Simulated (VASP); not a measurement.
Li2Pd, 3 atoms in the cell. It takes space group P6/mmm (No. 191, hexagonal). The conventional cell has a = 4.114 Å, b = 4.114 Å, c = 2.654 Å, α = 90.00°, β = 90.00°, γ = 120.00°. Within 3.1 Å of Li (site symmetry -6m2) lie 5 Li at 2.38 to 2.65 Å and 6 Pd at 2.72 Å. Within 3.5 Å of Pd (site symmetry 6/mmm) lie 2 Pd at 2.65 Å and 12 Li at 2.72 Å. 

| Property | Result |
| --- | --- |
| Program | VASP 6.6.1 |
| Task | single point |
| Functional | PBEsol |
| Potentials or basis | VASP PAW PBE potentials, release 64 (Li_sv, Pd) |
| Cutoff | 520 eV |
| k mesh | 6 × 6 × 8 |
| Occupations | methfessel-paxton, width 0.3 eV |
| Spin | no spin polarisation |
| Dipole correction | no |
| Further INCAR settings | ALGO = Normal; EDIFF = 1e-06; NBANDS = 15 |

Potentials or basis: VASP PAW PBE potentials, release 64 (Li_sv, Pd).

The run is started by

```bash
$ cat potpaw_PBE.64/Li_sv/POTCAR potpaw_PBE.64/Pd/POTCAR > POTCAR
$ mpirun -np 1 vasp_std > vasp.out
```

Hardware: 1 thread of Intel Xeon 8259CL, with other jobs on the host.

Question: Estimate the wall time of this run.

Answer: It took 26 s on 1 thread of Intel Xeon 8259CL (shared host), peak memory 0.16 GiB. Counts: scf iterations 12, k points 35.
